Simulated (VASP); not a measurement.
A run of VASP 6.6.1:

INCAR

```
PREC = Accurate
ENCUT = 520
EDIFF = 1E-6
ISMEAR = -1
SIGMA = 0.02
LREAL = Auto
LASPH = True
NELM = 60
ALGO = Normal
ISIF = 2
LWAVE = False
LCHARG = False
GGA = PE
IVDW = 12
NBANDS = 96
```

KPOINTS

```
Automatic mesh
0
Gamma
  1 1 1
```

The input POSCAR:

```
H3C4S4N
1.0
    9.5133700000      0.0000000000      0.0000000000
    0.0000000000      9.5133700000      0.0000000000
    0.0000000000      0.0000000000      9.5133700000
C N H S
12 3 9 12
Direct
    0.2169893529      0.7273342675      0.9820284505
    0.1426098218      0.6242582807      0.8950771388
    0.2973184056      0.2704299318      0.8962228947
    0.3085447113      0.1574520911      0.9896703271
    0.3713615680      0.9121583624      0.3621429630
    0.4405378956      0.7729017162      0.3635830416
    1.0447086574      0.0092921856      0.7851476396
    0.0096285543      0.3508956342      0.3064844529
    0.7020120105      0.4418518359      0.7721133521
    0.8711634258      0.7051759786      0.1988359540
    0.5257653177      0.2978650047      0.3570133402
    0.6353794712      0.9963241207      0.6671558028
    0.0950346723      0.5644897655      0.7993171715
    0.3296938940      0.0538505283      1.0498487918
    0.5195319850      0.6767212880      0.3662214336
    0.3266875986      0.7052285363      0.9987733054
    0.1950518060      0.8203507274      0.9225122118
    0.1631072901      0.7410202694      1.0878794791
    0.3585269994      0.3688703372      0.9234792718
    0.3142734909      0.2224973905      0.7826458973
    0.1762256698      0.3055068814      0.8938367792
    0.2473256060      0.8982305955      0.3587267183
    0.3993117055      0.9731882603      0.4532042799
    0.3998057471      0.9636648212      0.2602652898
    0.9304168765      0.0224526114      0.9020778126
    1.1452829019     -0.0225472151      0.6538377042
    0.0160510944      0.3185937265      0.4669323279
    0.0157462603      0.3523987819      0.1366077426
    0.6974920559      0.5528219758      0.6572959950
    0.6719595685      0.3217682062      0.8852068195
    0.7517525335      0.6955369128      0.0724454110
    0.9215031056      0.7138374729      0.3546272246
    0.3921533589      0.2843997448      0.4531622338
    0.6570647415      0.3291893409      0.2703668626
    0.5184282752      0.9491484090      0.7804384776
    0.7447833943      1.0135840401      0.5440028087
```

Potentials or basis: VASP PAW PBE potentials, release 64 (C, N, H, S).

The run is started by

```bash
$ cat potpaw_PBE.64/C/POTCAR potpaw_PBE.64/N/POTCAR potpaw_PBE.64/H/POTCAR potpaw_PBE.64/S/POTCAR > POTCAR
$ mpirun -np 1 vasp_gam > vasp.out
```

Hardware: 1 thread of Oxide Virtual Turin-like Processor (shared host).

Task: Estimate the wall time of this run.

Result: Run time: 2.8 min on 1 thread of Oxide Virtual Turin-like Processor, with other jobs on the host, peak memory 0.68 GiB. Counts: scf iterations 18, k points 1.
